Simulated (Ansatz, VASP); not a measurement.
## SbPb in VASP and in Ansatz

```xyz
2
Lattice="0.0000 3.0453 3.0453 3.0453 0.0000 3.0453 3.0453 3.0453 0.0000" Properties=species:S:1:pos:R:3 pbc="T T T"
Sb    3.0453    3.0453    3.0453
Pb    0.0000    0.0000    0.0000
```

Alike in both runs: task single point; functional LDA; k mesh 14 × 14 × 14; occupations gaussian, width 0.15 eV; no spin polarisation.

|  | VASP | Ansatz |
| --- | --- | --- |
| version | VASP 6.6.1 | Ansatz 0.2.0 |
| potentials or method | VASP PAW LDA potentials, release 64 (Sb, Pb_d), cutoff 520 eV | scalar-relativistic, plane waves, PAW |
| valence electrons in the cell | 19 | 29 |

```tsv
	VASP	Ansatz	Ansatz less VASP
gap on the k mesh at the Fermi level (eV)	none	none	-
pressure (GPa)	3.5	3.4	-0.12
```

LDA's correlation is that of Perdew and Zunger in VASP and of Perdew and Wang (1992) in Ansatz. A gap of «none» marks a metal or a gap that the smearing closes. VASP's potentials hold 19 valence electrons a cell and Ansatz's 29, so a difference there can come from the potentials and not from the codes.

Neither program's run includes spin-orbit coupling.
